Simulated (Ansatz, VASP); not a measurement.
## Two plane-wave programs on Pb2Se

```xyz
6
Lattice="6.6182 0.0000 0.0000 0.0000 6.6182 0.0000 0.0000 0.0000 4.2628" Properties=species:S:1:pos:R:3 pbc="T T T"
Pb    2.0252    2.0252    0.0000
Pb    1.2839    5.3343    2.1314
Pb    4.5930    4.5930    0.0000
Pb    5.3343    1.2839    2.1314
Se    0.0000    0.0000    0.0000
Se    3.3091    3.3091    2.1314
```

Alike in both runs: task relaxation of cell and atoms; functional PBE; k mesh 4 × 4 × 4; occupations gaussian, width 0.1 eV; no spin polarisation.

|  | VASP | Ansatz |
| --- | --- | --- |
| version | VASP 6.6.1 | Ansatz 0.2.0 |
| potentials or method | VASP PAW PBE potentials, release 64 (Pb_d, Se), cutoff 600 eV | scalar-relativistic, plane waves, PAW |
| valence electrons in the cell | 68 | 88 |

|  | VASP | Ansatz | Ansatz less VASP |
| --- | --- | --- | --- |
| gap on the k mesh at the Fermi level, each at its own relaxed structure (eV) | none | none | - |
| relaxed volume (Å³/atom) | 36.43 | 36.29 | -0.144 |
| relaxed cell length with the largest relative difference (Å) | 7.382 | 7.367 | -0.0147 |

A gap of «none» marks a metal or a gap that the smearing closes. VASP's potentials hold 68 valence electrons a cell and Ansatz's 88, so a difference there can come from the potentials and not from the codes.

The k mesh is coarse, so the values compare programs but aren't converged. Neither program's run includes spin-orbit coupling. Noted on VASP's run: the volume moved by over 15 % at a fixed basis, so the end points are rough.
